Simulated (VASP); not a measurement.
# WC3 in VASP: a series of runs, part 2 of 2

VASP 6.6.1. The steps go on from the part before.

## Step 5: Relaxation of cell and atoms, PBE

INCAR reads:

```
  PREC = Accurate
  ENCUT = 600
  EDIFF = 1E-7
  ISMEAR = 0
  SIGMA = 0.1
  LREAL = False
  LASPH = True
  NELM = 100
  ALGO = Normal
  ISIF = 3
  LWAVE = False
  LCHARG = False
  GGA = PE
  IBRION = 2
  NSW = 90
  EDIFFG = -0.04
```

KPOINTS reads:

```
Automatic mesh
0
Gamma
  6 6 6
```

POSCAR reads:

```
WC3
1.0
    2.8582731431      0.0000000000      0.0000000000
    0.0000000000      3.7293381409      0.0000000000
    0.0000000000      0.0000000000      3.7767493486
W C
1 3
Direct
    0.0000000000      0.5000000000      0.0203370369
    0.5000000000      0.5000000000      0.5642032153
    0.5000000000      0.1910839895      0.3086456140
    0.5000000000      0.8089160105      0.3086456140
```

Launch:

```
$ cat potpaw_PBE.64/W_sv/POTCAR potpaw_PBE.64/C/POTCAR > POTCAR
$ mpirun -np 1 vasp_std > vasp.out
```

Wall time 56 s (1 thread of Intel Xeon 6975P-C (Granite Rapids), shared host); peak memory 0.2 GiB.

The run converged. Its results:

```yaml
Free_energy: -37.4855 eV
Relaxed_volume: 10.09 Å³/atom
Relaxed_cell: a = 2.867 Å, b = 3.722 Å, c = 3.781 Å, α = 90.00°, β = 90.00°, γ = 90.00°
Space_group_after_relaxing_to_0.05_Å: Pmm2 (No. 25)
Energy_gained_by_relaxing: 0.2 meV/atom
Ionic_steps: 5
Pressure_after_relaxing: -0.1 GPa
Largest_force_after_relaxing: 0.035 eV/Å
Band_gap_on_the_k_mesh: zero (band 13 reaches 8.39 eV, above the bottom of band 14 at 7.23 eV)
```

Forces on the atoms (eV/Å):
```
W    0.000  0.000  0.001
C    0.000  0.000  0.035
C    0.000 -0.010 -0.018
C    0.000  0.010 -0.018
```

Stress tensor (GPa, compression positive):
```
-0.15  0.00  0.00
 0.00 -0.35  0.00
 0.00  0.00  0.13
```

Step by step:
```
step  energy change (eV)  largest force (eV/Å)  pressure (GPa)  volume (Å³)
   1              0.0000                0.0835            0.41        40.26
   2              0.0006                0.3278           -0.69        40.41
   3             -0.0005                0.0859           -0.04        40.32
   4             -0.0007                0.0828           -0.17        40.36
   5             -0.0008                0.0348           -0.12        40.34
```

Final structure:
```cif
data_structure
_symmetry_space_group_name_H-M 'P 1'
_symmetry_Int_Tables_number 1
_cell_length_a 2.8668
_cell_length_b 3.7221
_cell_length_c 3.7807
_cell_angle_alpha 90.000
_cell_angle_beta 90.000
_cell_angle_gamma 90.000
_cell_volume 40.34
loop_
_atom_site_label
_atom_site_type_symbol
_atom_site_fract_x
_atom_site_fract_y
_atom_site_fract_z
_atom_site_occupancy
W1 W 0.00000 0.50000 0.02004 1
C1 C 0.50000 0.50000 0.56388 1
C2 C 0.50000 0.19105 0.30895 1
C3 C 0.50000 0.80895 0.30895 1
```

Levels at points of the mesh, in eV from the Fermi level:
| k point | band 10 | band 11 | band 12 | band 13 | band 14 | band 15 | band 16 | band 17 |
| --- | --- | --- | --- | --- | --- | --- | --- | --- |
| (0.00, 0.00, 0.00) | -3.81 | -2.52 | -1.65 | -0.45 | -0.18 | 0.77 | 2.81 | 5.24 |
| (0.50, 0.00, 0.00) | -3.45 | -2.95 | -2.85 | -1.89 | 2.30 | 3.85 | 4.94 | 5.16 |
| (0.00, 0.50, 0.00) | -3.28 | -3.06 | -1.91 | -0.64 | -0.09 | -0.02 | 1.96 | 4.37 |
| (0.50, 0.50, 0.00) | -5.93 | -4.75 | -0.51 | 0.49 | 0.66 | 3.96 | 4.06 | 5.92 |
| (0.00, 0.00, 0.50) | -3.37 | -1.64 | -1.59 | -0.25 | 1.93 | 2.10 | 2.78 | 5.81 |
| (0.50, 0.00, 0.50) | -4.69 | -3.07 | -3.03 | -2.74 | -0.01 | 3.39 | 4.09 | 6.21 |
| (0.00, 0.50, 0.50) | -3.28 | -2.84 | -1.98 | -0.13 | 0.79 | 3.73 | 4.58 | 5.69 |
| (0.50, 0.50, 0.50) | -5.31 | -4.40 | -1.46 | -0.48 | 1.35 | 1.82 | 4.69 | 5.42 |

Caveat: the k points lie up to 0.37 Å⁻¹ apart in the final cell; spin-orbit coupling is left out, which moves the levels of the heavy elements.

## Step 6: Single point, PBE

INCAR reads:

```
SYSTEM = WC3
  PREC = Accurate
  ENCUT = 910
  EDIFF = 1E-6
  ISMEAR = 0
  SIGMA = 0.1
  LREAL = .FALSE.
  LASPH = .TRUE.
  NELM = 120
  ALGO = Normal
  ISIF = 2
  LWAVE = .FALSE.
  LCHARG = .TRUE.
  GGA = PE
  LELF = .TRUE.
  LVHAR = .TRUE.
  NBANDS = 21
  GGA_COMPAT = .FALSE.
```

KPOINTS reads:

```
Automatic mesh
0
G
  4 6 6
  0 0 0
```

POSCAR reads:

```
WC3
1.0
    3.6898167584     -0.4963225700      0.2165159698
    0.3910030744      2.8266290521     -0.1643476746
   -0.1890044848      0.2480116540      3.7638548280
W C
1 3
Direct
    0.6391863686      1.1687383837     -0.0203370369
    0.6390708867      0.6677861645      0.4357967847
    0.3302703581      0.6689865197      0.6913543860
    0.9480375214      0.6689097594      0.6914126204
```

Potentials or basis: VASP PAW PBE potentials, release 64 (W_sv, C_h).

Launch:

```
$ cat potpaw_PBE.64/W_sv/POTCAR potpaw_PBE.64/C_h/POTCAR > POTCAR
$ mpirun -np 1 vasp_std > vasp.out
```

Run time: 2.6 min. Hardware: 1 thread of Intel Xeon Platinum 8375C at 2.90GHz (Ice Lake), shared host; peak memory 0.29 GiB.

Results (log left out):

| Quantity | Value |
| --- | --- |
| Free energy | -37.5018 eV |
| Pressure | 0.4 GPa |
| Largest force | 0.084 eV/Å |
| Band gap on the k mesh | zero (band 13 reaches 8.89 eV, above the bottom of band 14 at 7.78 eV) |

Forces in eV/Å, atoms in the order of the input:
```
W   -0.002  0.003  0.045
C    0.000  0.005  0.031
C   -0.072  0.006 -0.043
C    0.073 -0.014 -0.033
```

Stress tensor (GPa, compression positive):
```
 0.00  0.06  0.00
 0.06  0.70 -0.04
 0.00 -0.04  0.43
```

Levels at points of the mesh, in eV from the Fermi level:
```tsv
k point	band 10	band 11	band 12	band 13	band 14	band 15	band 16	band 17
(0.00, 0.00, 0.00)	-3.85	-2.63	-1.73	-0.54	-0.25	0.72	2.71	5.17
(0.50, 0.00, 0.00)	-3.39	-3.12	-1.96	-0.73	-0.17	-0.15	1.92	4.34
(0.00, 0.50, 0.00)	-3.56	-3.05	-2.92	-2.01	2.26	3.76	4.91	5.08
(0.50, 0.50, 0.00)	-6.02	-4.86	-0.59	0.36	0.59	3.90	4.04	5.85
(0.00, 0.00, 0.50)	-3.48	-1.75	-1.68	-0.33	1.85	2.04	2.74	5.77
(0.50, 0.00, 0.50)	-3.38	-2.90	-2.09	-0.27	0.73	3.70	4.54	5.63
(0.00, 0.50, 0.50)	-4.80	-3.16	-3.12	-2.86	-0.08	3.34	4.01	6.13
(0.50, 0.50, 0.50)	-5.41	-4.51	-1.54	-0.58	1.25	1.74	4.67	5.36
```

Caveat: the k points lie up to 0.42 Å⁻¹ apart; the cutoff is under 1.25 times the usual one of these potentials, so pressure, stress and relaxed cells hold a basis-set (Pulay) error; spin-orbit coupling is left out, which moves the levels of the heavy elements.

## Step 7: Overview

```tsv
task	potentials or basis	cell	k mesh	cutoff (eV)	second run	gap on the mesh (eV)	pressure (GPa)	relaxed volume (Å³/atom)	largest force (eV/Å)
relaxation of cell and atoms	VASP PAW PBE potentials, release 64 (W_sv, C)	relaxed from a = 2.863, b = 3.722, c = 3.776 Å, 4 atoms	16 × 12 × 12	600	-	none	0.0	10.09	-
single point	VASP PAW PBE potentials, release 64 (W_sv, C)	a = 3.729, b = 2.858, c = 3.777 Å, 4 atoms	4 × 6 × 6	520	-	none	0.7	-	0.07
single point	VASP PAW PBE potentials, release 64 (W_sv, C)	a = 2.863, b = 3.722, c = 3.776 Å, 4 atoms	6 × 6 × 6	520	-	none	0.8	-	0.06
relaxation of cell and atoms	VASP PAW PBE potentials, release 64 (W_sv, C)	relaxed from a = 2.858, b = 3.729, c = 3.777 Å, 4 atoms	6 × 6 × 6	600	-	none	-0.1	10.09	0.03
single point	VASP PAW PBE potentials, release 64 (W_sv, C_h)	a = 3.729, b = 2.858, c = 3.777 Å, 4 atoms	4 × 6 × 6	910	hard_potentials	none	0.4	-	0.08
```

Alike in all rows: level PBE; no spin polarisation; smearing gaussian 0.1 eV.

Caveats: some runs use coarse meshes; spin-orbit coupling is left out, which moves the levels of the heavy elements; the cutoff is under 1.25 times the usual one of these potentials, so pressure, stress and relaxed cells hold a basis-set (Pulay) error (some runs).

Total energies depend on the potentials used, so only differences within one code and one set of settings carry meaning.
